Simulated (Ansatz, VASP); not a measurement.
**Two plane-wave programs on MoS2**

```
Mo S
1.0
    -3.13421    0.00000    0.00000
    -1.56711   -2.71431    0.00000
    -4.11365   -2.37502   17.61356
Mo S
3 6
Direct
  0.51875 0.51875 0.16905
  0.26047 0.26047 0.84518
  0.88961 0.88961 0.50711
  0.84753 0.84753 0.93616
  0.47667 0.47667 0.59810
  0.10581 0.10581 0.26003
  0.30255 0.30255 0.41613
  0.93169 0.93169 0.07807
  0.67341 0.67341 0.75420
```

Alike in both runs: task single point; functional PBE; dispersion D3(BJ); k mesh 14 × 14 × 3; occupations gaussian, width 0.15 eV; no spin polarisation.

|  | VASP | Ansatz |
| --- | --- | --- |
| version | VASP 6.6.1 | Ansatz 0.2.0 |
| potentials or method | VASP PAW PBE potentials, release 64 (Mo_sv, S), cutoff 520 eV | scalar-relativistic, plane waves, PAW |
| valence electrons in the cell | 78 | 78 |

```tsv
	VASP	Ansatz	Ansatz less VASP
gap on the k mesh at the Fermi level (eV)	none	none	-
pressure (GPa)	0.7	0.8	+0.10
traceless stress, the component that is largest in VASP (GPa)	-1.36	-1.36	+0.003
rms of the force components (eV/Å)	0.171	0.167	-0.0044
```

Atom by atom the forces differ by 0.006 eV/Å (rms over components). A gap of «none» marks a metal or a gap that the smearing closes.
